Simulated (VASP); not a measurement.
Wanted: the native input for a VASP 6.6.1 run.

* Task: single point
* Functional: PBE
* Potentials or basis: VASP PAW PBE potentials, release 64 (Cd, Li_sv)
* Cutoff: 520 eV
* k mesh: 3 × 3 × 1
* Occupations: gaussian, width 0.05 eV
* Spin: no spin polarisation
* Dipole correction: no
* Further INCAR settings: ALGO = Normal; EDIFF = 1e-06; NBANDS = 86

The structure of LiCd12 lies in POSCAR:

```
LiCd12
1.0
    5.9600000000      0.0000000000      0.0000000000
    2.9800000000      5.1615110000      0.0000000000
    0.0000000000      0.0000000000     18.6202800000
Cd Li
12 1
Direct
    0.0000000000      0.0000000000      0.0537048852
    0.5000000000      0.0000000000      0.0537048852
    0.0000000484      0.4999999031      0.0537048852
    0.5000000484      0.4999999031      0.0537048852
   -0.1628403120      0.3341893488      0.2222739937
    0.3353801721      0.3375517363      0.2201251002
   -0.1599224391      0.8328448782      0.2182332919
    0.3354174994      0.8328297663      0.2190469209
    0.0121552486     -0.0040521080      0.4181995115
    0.5095538102     -0.0036874861      0.3527270804
    0.0107640093      0.4981095652      0.4175507028
    0.5105911437      0.4962304643      0.4175287912
    0.5166152598     -0.0050694457      0.4901761950
```

The input as run:

INCAR

```
PREC     = Accurate       # precision mode
ENCUT    = 520            # plane-wave cutoff, eV
EDIFF    = 1E-6           # SCF threshold, eV
ISMEAR   = 0              # smearing method
SIGMA    = 0.05           # smearing width, eV
LREAL    = F              # projectors in reciprocal space
LASPH    = T              # aspherical terms in the spheres
NELM     = 60             # most SCF steps
ALGO     = Normal         # electronic algorithm
ISIF     = 2              # what is computed and relaxed
LWAVE    = F              # write WAVECAR
LCHARG   = T              # write CHGCAR
GGA      = PE             # functional
LELF     = T              # ELF
LVHAR    = T            
NBANDS   = 86             # bands
```

KPOINTS

```
regular mesh
0
Gamma
  3 3 1
```

Potentials or basis: VASP PAW PBE potentials, release 64 (Cd, Li_sv).

Launch:

```bash
$ cat potpaw_PBE.64/Cd/POTCAR potpaw_PBE.64/Li_sv/POTCAR > POTCAR
$ mpirun -np 1 vasp_std > vasp.out
```

Results of the run:

The largest force is 0.015 eV/Å and the band gap on the k mesh is zero (an odd number of electrons rules out a gap without spin polarisation).

Caveat: the k points lie up to 0.41 Å⁻¹ apart, too coarse for converged energies and pressures of a metal; there is no dipole correction, which matters where the two faces differ.

Run time: 10 min on 1 thread of Intel(R) Xeon(R) Platinum 8259CL CPU @ 2.50GHz (Skylake/Cascade Lake), with other jobs on the host, peak memory 0.75 GiB.
